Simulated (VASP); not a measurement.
# Ti3Al: single point with PBEsol

Crystal: Ti3Al.

```
Ti Al
1.0
     0.00000    3.23178    3.23178
     3.23178    0.00000    3.23178
     3.23178    3.23178    0.00000
Ti Al
3 1
Direct
  0.75000 0.75000 0.75000
  0.25000 0.25000 0.25000
  0.00000 0.00000 0.00000
  0.50000 0.50000 0.50000
```

| Property | Result |
| --- | --- |
| Program | VASP 6.6.1 |
| Task | single point |
| Functional | PBEsol |
| Potentials or basis | VASP PAW PBE potentials, release 64 (Ti_sv, Al) |
| Cutoff | 520 eV |
| k mesh | 6 × 6 × 6 |
| Occupations | methfessel-paxton, width 0.15 eV |
| Spin | no spin polarisation |

```json
{"Pressure": "-5.1 GPa"}
```

Levels at points of the mesh, in eV from the Fermi level:
| k point | band 17 | band 18 | band 19 | band 20 | band 21 | band 22 |
| --- | --- | --- | --- | --- | --- | --- |
| (0.00, 0.00, 0.00) | -1.62 | -1.62 | 0.03 | 0.03 | 0.03 | 2.26 |
| (0.50, 0.00, 0.00) | -0.37 | -0.29 | -0.29 | -0.04 | -0.04 | 0.78 |
| (0.50, 0.50, 0.00) | -0.60 | -0.60 | -0.09 | -0.08 | -0.08 | 1.14 |

Wall time 58 s on 1 thread of AMD EPYC 7R13 Processor (Zen 3) (shared host), peak memory 0.17 GiB.

Caveat: the PAW data sets were made with another functional, which shifts forces and pressure a little.
